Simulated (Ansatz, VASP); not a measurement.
One calculation of Ge, two programs

```
Ge
1.0
     0.00000    2.88069    2.88069
     2.88069    0.00000    2.88069
     2.88069    2.88069    0.00000
Ge
2
Direct
  0.87500 0.87500 0.87500
  0.12500 0.12500 0.12500
```

Alike in both runs: functional PBE; k mesh 12 × 12 × 12; occupations fermi-dirac, width 0.05 eV; non-collinear spin, spin-orbit coupling.

Ansatz relaxed the structure, and its values are those at the end. VASP's run is a single point on that final structure, the one shown.

|  | VASP | Ansatz |
| --- | --- | --- |
| version | VASP 6.6.1 | Ansatz 0.2.0 |
| potentials or method | VASP PAW PBE potentials, release 64 (Ge_d) | PAW with Ansatz's default frozen-core files, fully relativistic files with spin-orbit coupling |
| plane-wave cutoff (eV) | 520 | 420 |
| valence electrons in the cell | 28 | 28 |

|  | VASP | Ansatz | Ansatz less VASP |
| --- | --- | --- | --- |
| pressure (GPa) | 0.0 | 0.0 | +0.02 |
| net moment per atom (μB) | 0.00 | 0.00 | 0.000 |

The functional is the same, so the differences come from potentials, cutoffs and numerics.
